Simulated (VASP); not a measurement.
# Al2Cu (P4/mmm) in VASP: notebook

The runs below take Al2Cu through single point, with PBE.

Everything below comes from runs of VASP 6.6.1. Logs are shortened: lines on timing, memory, paths and dates and some standing lists are left out, and cuts for length are marked.

### 1 The cell of the first run

Symmetry: P4/mmm, No. 123, tetragonal system. The conventional cell has a = 4.105 Å, b = 4.105 Å, c = 2.891 Å, α = 90.00°, β = 90.00°, γ = 90.00°. Al (site symmetry mmm) has 4 Cu at 2.51 Å and 6 Al at 2.89 to 2.90 Å within 3.3 Å. Within 3.3 Å of Cu (site symmetry 4/mmm) lie 8 Al at 2.51 Å and 2 Cu at 2.89 Å.

### 2 Single point, PBE

File INCAR:

```
SYSTEM = Al2Cu
  ALGO = Normal
  EDIFF = 1E-6
  ENCUT = 520
  GGA = PE
  ISIF = 2
  ISMEAR = 0
  LASPH = .TRUE.
  LCHARG = .FALSE.
  LREAL = .FALSE.
  LWAVE = .FALSE.
  NBANDS = 16
  NELM = 60
  PREC = Accurate
  SIGMA = 0.1
```

File KPOINTS:

```
k-points
0
G
  6 6 8
  0 0 0
```

File POSCAR:

```
Al2Cu
1.0
    4.1051820000      0.0000000000      0.0000000000
    0.0000000000      4.1051820000      0.0000000000
    0.0000000000      0.0000000000      2.8913130000
Al Cu
2 1
Direct
    0.5000000000      0.0000000000      0.5000000000
    0.0000000000      0.5000000000      0.5000000000
    0.0000000000      0.0000000000      0.0000000000
```

Potentials or basis: VASP PAW PBE potentials, release 64 (Al, Cu).

The run is started by

```
cat potpaw_PBE.64/Al/POTCAR potpaw_PBE.64/Cu/POTCAR > POTCAR
mpirun -np 1 vasp_std > vasp.out
```

OUTCAR:

```text
SYSTEM = Al2Cu
   EDIFF = 1E-6
   ENCUT = 520
   GGA = PE
   ISIF = 2
   ISMEAR = 0
   LASPH = .TRUE.
   LREAL = .FALSE.
   NELM = 60
   PREC = Accurate

 ion  position               nearest neighbor table
   1  0.500  0.000  0.500-   3 2.51   3 2.51   3 2.51   3 2.51   2 2.90   2 2.90   2 2.90   2 2.90

   2  0.000  0.500  0.500-   3 2.51   3 2.51   3 2.51   3 2.51   1 2.90   1 2.90   1 2.90   1 2.90

   3  0.000  0.000  0.000-   1 2.51   2 2.51   1 2.51   2 2.51   2 2.51   2 2.51   1 2.51   1 2.51

  LATTYP: Found a simple tetragonal cell.
 ALAT       =     4.1051820000
 C/A-ratio  =     0.7043081159

  Lattice vectors:

 A1 = (   4.1051820000,   0.0000000000,   0.0000000000)
 A2 = (   0.0000000000,   4.1051820000,   0.0000000000)
 A3 = (   0.0000000000,   0.0000000000,   2.8913130000)

Analysis of symmetry for initial positions (statically):
=====================================================================
 Subroutine PRICEL returns:
 Original cell was already a primitive cell.

 Routine SETGRP: Setting up the symmetry group for a
 simple tetragonal supercell.

 Subroutine GETGRP returns: Found 16 space group operations
 (whereof 16 operations were pure point group operations)
 out of a pool of 16 trial point group operations.

The static configuration has the point symmetry D_4h.

Analysis of symmetry for dynamics (positions and initial velocities):
=====================================================================
 Subroutine PRICEL returns:
 Original cell was already a primitive cell.

 Routine SETGRP: Setting up the symmetry group for a
 simple tetragonal supercell.

 Subroutine GETGRP returns: Found 16 space group operations
 (whereof 16 operations were pure point group operations)
 out of a pool of 16 trial point group operations.

The dynamic configuration has the point symmetry D_4h.

 Subroutine INISYM returns: Found 16 space group operations
 (whereof 16 operations are pure point group operations),
 and found     1 'primitive' translations

----------------------------------------------------------------------------------------

                                     Primitive cell

  volume of cell :      48.7259

  direct lattice vectors                    reciprocal lattice vectors
     4.105182000  0.000000000  0.000000000     0.243594559  0.000000000  0.000000000
     0.000000000  4.105182000  0.000000000     0.000000000  0.243594559  0.000000000
     0.000000000  0.000000000  2.891313000     0.000000000  0.000000000  0.345863627

  length of vectors
     4.105182000  4.105182000  2.891313000     0.243594559  0.243594559  0.345863627

  position of ions in fractional coordinates (direct lattice)
     0.500000000  0.000000000  0.500000000
     0.000000000  0.500000000  0.500000000
     0.000000000  0.000000000  0.000000000

  ion indices of the primitive-cell ions
   primitive index   ion index
                 1           1
                 2           2
                 3           3

----------------------------------------------------------------------------------------

 KPOINTS: k-points

Automatic generation of k-mesh.
 Grid dimensions read from file:
 generate k-points for:    6    6    8

 Generating k-lattice:

  Cartesian coordinates                     Fractional coordinates (reciprocal lattice)
     0.040599093  0.000000000  0.000000000     0.166666667  0.000000000  0.000000000
     0.000000000  0.040599093  0.000000000     0.000000000  0.166666667  0.000000000
     0.000000000  0.000000000  0.043232953     0.000000000  0.000000000  0.125000000

  Length of vectors
     0.040599093  0.040599093  0.043232953

  Shift w.r.t. Gamma in fractional coordinates (k-lattice)
     0.000000000  0.000000000  0.000000000

 Subroutine IBZKPT returns following result:
 ===========================================

 Found     50 irreducible k-points:

 Following reciprocal coordinates:
            Coordinates               Weight
  0.000000  0.000000  0.000000      1.000000
  0.166667  0.000000  0.000000      4.000000
  0.333333  0.000000  0.000000      4.000000
  0.500000  0.000000  0.000000      2.000000
  0.166667  0.166667  0.000000      4.000000
  0.333333  0.166667  0.000000      8.000000
[... 16 lines left out ...]
  0.333333  0.000000  0.250000      8.000000
  0.500000  0.000000  0.250000      4.000000
 [... further k-points ...]
   k-points           NKPTS =     50   k-points in BZ     NKDIM =     50   number of bands    NBANDS=     16
   number of dos      NEDOS =    301   number of ions     NIONS =      3
   total plane-waves  NPLWV =  24576
   dimension x,y,z NGX =    32 NGY =   32 NGZ =   24
   dimension x,y,z NGXF=    64 NGYF=   64 NGZF=   48
   ions per type =               2   1
   NGX,Y,Z   is equivalent  to a cutoff of  12.96, 12.96, 13.80 a.u.
   NGXF,Y,Z  is equivalent  to a cutoff of  25.92, 25.92, 27.60 a.u.
 SYSTEM =  Al2Cu
   PREC   = accura    normal or accurate (medium, high low for compatibility)
   ISTART =      0    job   : 0-new  1-cont  2-samecut
   ICHARG =      2    charge: 1-file 2-atom 10-const
   ISPIN  =      1    spin polarized calculation?
   LNONCOLLINEAR =      F non collinear calculations
   LSORBIT =      F    spin-orbit coupling
   LASPH  =      T    aspherical Exc in radial PAW
   ENCUT  =  520.0 eV  38.22 Ry    6.18 a.u.   7.63  7.63  5.38*2*pi/ulx,y,z
   NELM   =     60;   NELMIN=  2; NELMDL= -5     # of ELM steps
   EDIFF  = 0.1E-05   stopping-criterion for ELM
   LREAL  =      F    real-space projection
   EDIFFG = 0.1E-04   stopping-criterion for IOM
   NSW    =      0    number of steps for IOM
   IBRION =     -1    ionic relax: 0-MD 1-quasi-New 2-CG
   NFREE  =      0    steps in history (QN), initial steepest desc. (CG)
   ISIF   =      2    stress and relaxation
   ISYM   =      2    0-nonsym 1-usesym 2-fastsym
   POTIM  = 0.5000    time-step for ionic-motion
   TEBEG  =    0.0;   TEEND  =   0.0 temperature during run
   PSTRESS=    0.0 pullay stress
   NELECT =      17.0000    total number of electrons
   NUPDOWN=      -1.0000    fix difference up-down
   EMIN   =  10.00;   EMAX   =-10.00  energy-range for DOS
   EFERMI =   0.00;   METHOD = LEGACY
   ISMEAR =     0;   SIGMA  =   0.10  broadening in eV -4-tet -1-fermi 0-gaus
   EFERMI_NEDOS =   21; number of points for ismear=-14 and -15
   IALGO  =     38    algorithm
   IMIX   =      4    mixing-type and parameters
     AMIX     =   0.40;   BMIX     =  1.00
     AMIX_MAG =   1.60;   BMIX_MAG =  1.00
  volume/ion in A,a.u.               =      16.24       109.61
  Fermi-wavevector in a.u.,A,eV,Ry     =   1.152492  2.177894 18.071765  1.328237
  Thomas-Fermi vector in A             =   2.289142
   LORBIT       =      0    0 simple, 1 ext, 2 COOP (PROOUT), +10 PAW based schemes
   GGA     = PE    functional components
   LHFCALC =     F    Hartree Fock is set to
   AEXX    =    0.0000 exact exchange contribution
   IVDW    =     0    specifies the selected vdW correction
   LEPSILON=     F    determine dielectric tensor
   LRPA    =     F    only Hartree local field effects (RPA)
 non-spin polarized calculation
 Gauss-broadening in eV      SIGMA  =   0.10
  energy-cutoff  :      520.00
  volume of cell :       48.73
 maximum number of plane-waves:      1339
 NGX is ok and might be reduce to    32
   NGX = 15   NGY = 15   NGZ = 11

 number of electron      16.9999979 magnetization

 Free energy of the ion-electron system (eV)
  ---------------------------------------------------
  ext. energy  EPLUGINS =         0.00000000
  ---------------------------------------------------
  free energy    TOTEN  =       -11.28583729 eV

  energy without entropy =      -11.27880198  energy(sigma->0) =      -11.28231964

 E-fermi :   7.2360     XC(G=0): -10.3881

 val. band max:        7.1987459609   @ k =   0.0000   0.0000   0.1250
 cond. band min:       7.2506916773   @ k =   0.5000   0.1667   0.2500
 fundamental gap:      0.0519457164
 Fermi energy:         7.2359897966

 k-point     1 :       0.0000    0.0000    0.0000
  band No.  band energies     occupation
      1      -3.3735      2.00000
      2       1.7581      2.00000
      3       2.2722      2.00000
      4       2.9263      2.00000
      5       3.1176      2.00000
      6       3.1176      2.00000
[... 8 lines left out ...]
     15      14.2548      0.00000
     16      19.5051      0.00000

 k-point     2 :       0.1667    0.0000    0.0000
  band No.  band energies     occupation
      1      -3.1408      2.00000
      2       1.5679      2.00000
      3       2.2222      2.00000
      4       2.8630      2.00000
      5       3.1094      2.00000
      6       3.1189      2.00000
[... 8 lines left out ...]
     15      16.5993      0.00000
     16      18.6984      0.00000

 k-point     3 :       0.3333    0.0000    0.0000
  band No.  band energies     occupation
      1      -2.4793      2.00000
      2       0.4940      2.00000
      3       2.1928      2.00000
      4       2.7600      2.00000
      5       2.9403      2.00000
      6       3.0930      2.00000
[... 8 lines left out ...]
     15      17.2154      0.00000
     16      19.2543      0.00000

 k-point     4 :       0.5000    0.0000    0.0000
  band No.  band energies     occupation
      1      -1.8174      2.00000
      2      -0.4770      2.00000
      3       2.2071      2.00000
      4       2.7165      2.00000
      5       2.8582      2.00000
      6       3.0848      2.00000
[... 8 lines left out ...]
     15      16.4020      0.00000
     16      18.0415      0.00000
[... 324 lines left out ...]
 k-point    22 :       0.1667    0.0000    0.2500
  band No.  band energies     occupation
      1      -2.0263      2.00000
      2       1.9234      2.00000
      3       2.4779      2.00000
      4       2.5192      2.00000
      5       2.6123      2.00000
      6       2.9793      2.00000
[... 8 lines left out ...]
     15      15.3845      0.00000
     16      16.1657      0.00000

 k-point    23 :       0.3333    0.0000    0.2500
  band No.  band energies     occupation
      1      -1.3760      2.00000
      2       1.1690      2.00000
      3       2.4853      2.00000
      4       2.5555      2.00000
      5       2.7552      2.00000
      6       2.9077      2.00000
[... 8 lines left out ...]
     15      16.0051      0.00000
     16      17.0120      0.00000

 k-point    24 :       0.5000    0.0000    0.2500
  band No.  band energies     occupation
      1      -0.6922      2.00000
      2       0.3224      2.00000
      3       2.4978      2.00000
      4       2.5771      2.00000
      5       2.8701      2.00000
      6       2.9679      2.00000
[... 8 lines left out ...]
     15      16.9400      0.00000
     16      17.0566      0.00000

 [... further k-points ...]
[... 5 lines left out ...]
  --------------------------------------------------------------------------------------
  -------------------------------------------------------------------------------------
  Total        0.4632499      0.4632499     -0.1541244      0.0000000      0.0000000      0.0000000
  in kB       15.2323164     15.2323164     -5.0678287      0.0000000      0.0000000      0.0000000
  external PRESSURE =       8.4656014 kB  Pullay stress =       0.0000000 kB

 VOLUME and BASIS-vectors are now :
 -----------------------------------------------------------------------------
  energy-cutoff  :      520.00
  volume of cell :       48.73
      direct lattice vectors                 reciprocal lattice vectors
     4.105182000  0.000000000  0.000000000     0.243594559  0.000000000  0.000000000
     0.000000000  4.105182000  0.000000000     0.000000000  0.243594559  0.000000000
     0.000000000  0.000000000  2.891313000     0.000000000  0.000000000  0.345863627

 POSITION                                       TOTAL-FORCE (eV/Angst)
 -----------------------------------------------------------------------------------
      2.05259      0.00000      1.44566         0.000000      0.000000      0.000000
      0.00000      2.05259      1.44566         0.000000      0.000000      0.000000
      0.00000      0.00000      0.00000         0.000000      0.000000      0.000000
 -----------------------------------------------------------------------------------
    total drift:                                0.000000     -0.000000      0.000000

  FREE ENERGIE OF THE ION-ELECTRON SYSTEM (eV)
  ---------------------------------------------------
  free  energy   TOTEN  =       -11.2858372880 eV

  energy  without entropy=      -11.2788019832  energy(sigma->0) =      -11.28231964
```

Run time: 26 s. Hardware: 1 thread of Intel Xeon Platinum 8259CL at 2.50GHz (Skylake/Cascade Lake), shared host; peak memory 0.18 GiB.

Results:

```
Free energy : -11.2858 eV
Pressure    : 0.8 GPa
```

Levels at points of the mesh, in eV from the Fermi level:
```csv
k point,band 7,band 8,band 9,band 10,band 11,band 12
"(0.00, 0.00, 0.00)",-2.45,-2.45,-0.19,0.83,5.87,6.08
"(0.50, 0.00, 0.00)",-4.11,-1.14,1.47,1.66,1.82,7.26
"(0.50, 0.50, 0.00)",-4.14,-4.14,-2.50,8.44,8.44,9.21
"(0.00, 0.00, 0.50)",-3.09,2.41,2.42,2.42,2.68,2.68
"(0.50, 0.00, 0.50)",-3.13,-2.56,-1.80,3.55,3.93,4.25
"(0.50, 0.50, 0.50)",-2.34,-2.34,-0.99,-0.94,-0.19,-0.19
```

### 3 Single point, PBE

File INCAR:

```
PREC = Accurate
ENCUT = 520
EDIFF = 1E-7
ISMEAR = 0
SIGMA = 0.1
LREAL = F
LASPH = T
NELM = 80
ALGO = Normal
ISIF = 2
LWAVE = F
LCHARG = F
GGA = PE
NBANDS = 16
```

File KPOINTS:

```
regular mesh
0
Gamma
  6 6 10
```

POSCAR is that of step 2.

Potentials or basis: VASP PAW PBE potentials, release 64 (Al, Cu).

The run is started by

```
cat potpaw_PBE.64/Al/POTCAR potpaw_PBE.64/Cu/POTCAR > POTCAR
mpirun -np 1 vasp_std > vasp.out
```

It took 36 s on 1 thread of Intel Xeon Platinum 8259CL at 2.50GHz (Skylake/Cascade Lake), shared host; peak memory 0.19 GiB.

The run converged. Its results:

```yaml
Free_energy: -11.2963 eV
Pressure: 0.8 GPa
```

Stress tensor (GPa, compression positive):
```
0.10 0.00 0.00
0.00 0.10 0.00
0.00 0.00 2.24
```

Levels at points of the mesh, in eV from the Fermi level:
```csv
k point,band 6,band 7,band 8,band 9,band 10,band 11,band 12,band 13
"(0.00, 0.00, 0.00)",-3.94,-2.28,-2.28,-0.02,1.00,6.04,6.26,6.26
"(0.50, 0.00, 0.00)",-3.97,-3.93,-0.96,1.64,1.83,2.00,7.44,8.47
"(0.50, 0.50, 0.00)",-4.08,-3.96,-3.96,-2.33,8.61,8.61,9.39,9.95
"(0.00, 0.00, 0.50)",-3.97,-2.91,2.58,2.59,2.59,2.86,2.86,3.23
"(0.50, 0.00, 0.50)",-4.02,-2.96,-2.38,-1.63,3.72,4.10,4.42,5.02
"(0.50, 0.50, 0.50)",-3.38,-2.17,-2.17,-0.82,-0.76,-0.01,-0.01,2.51
```
